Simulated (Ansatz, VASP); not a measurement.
**One calculation of Sb, two programs**

The input INCAR:

```
  PREC = Accurate
  ENCUT = 520
  EDIFF = 1E-6
  ISMEAR = 0
  SIGMA = 0.016
  LREAL = False
  LASPH = True
  NELM = 100
  ALGO = Normal
  ISIF = 2
  LWAVE = False
  LCHARG = False
  GGA = PE
  NBANDS = 12
```

KPOINTS

```
regular mesh
0
Gamma
  8 8 8
```

The input POSCAR:

```
Sb
1.0
    2.1542000000      1.2437279499      3.7580000000
   -2.1542000000      1.2437279499      3.7580000000
    0.0000000000     -2.4874558998      3.7580000000
Sb
2
Direct
    0.7665100000      0.7665100000      0.7665100000
    0.2334900000      0.2334900000      0.2334900000
```

The input input.yaml:

```yaml
crystal:
  lattice:
    - [2.1542, 1.2437279499, 3.758]
    - [-2.1542, 1.2437279499, 3.758]
    - [0.0, -2.4874558998, 3.758]
  atoms:
    - { symbol: Sb, position: [0.76651, 0.76651, 0.76651] }
    - { symbol: Sb, position: [0.23349, 0.23349, 0.23349] }
kpoints:
  mp_grid: { grid: [8, 8, 8] }
scf:
  occupations: { method: gaussian, width: 0.016 }
hamiltonian:
  xc: pbe
  pseudopotentials: { kind: all_electron, lapw: { basis_error: 0.001 } }
output:
  forces: true
  stress: true
  eigenvalues: true
```

Alike in both runs: task single point; functional PBE; k mesh 8 × 8 × 8; occupations gaussian, width 0.016 eV; no spin polarisation.

```csv
,VASP,Ansatz
version,VASP 6.6.1,Ansatz 0.2.0
potentials or method,"VASP PAW PBE potentials, release 64 (Sb), cutoff 520 eV","all-electron LAPW, scalar-relativistic"
```

Ansatz gave:

* gap on the k mesh at the Fermi level (eV): none
* pressure (GPa): 2.7
* traceless stress, the component that is largest in VASP (GPa): -0.47
* rms of the force components (eV/Å): 0.081

Question: Estimate VASP's values.

Answer: gap on the k mesh at the Fermi level (eV): none; pressure (GPa): 2.8; traceless stress, the component that is largest in VASP (GPa): -0.50; rms of the force components (eV/Å): 0.107.

Atom by atom the forces differ by 0.025 eV/Å (rms over components). A gap of «none» marks a metal or a gap that the smearing closes. Ansatz ran all-electron here, and VASP with PAW potentials.

Spin-orbit coupling is off throughout.
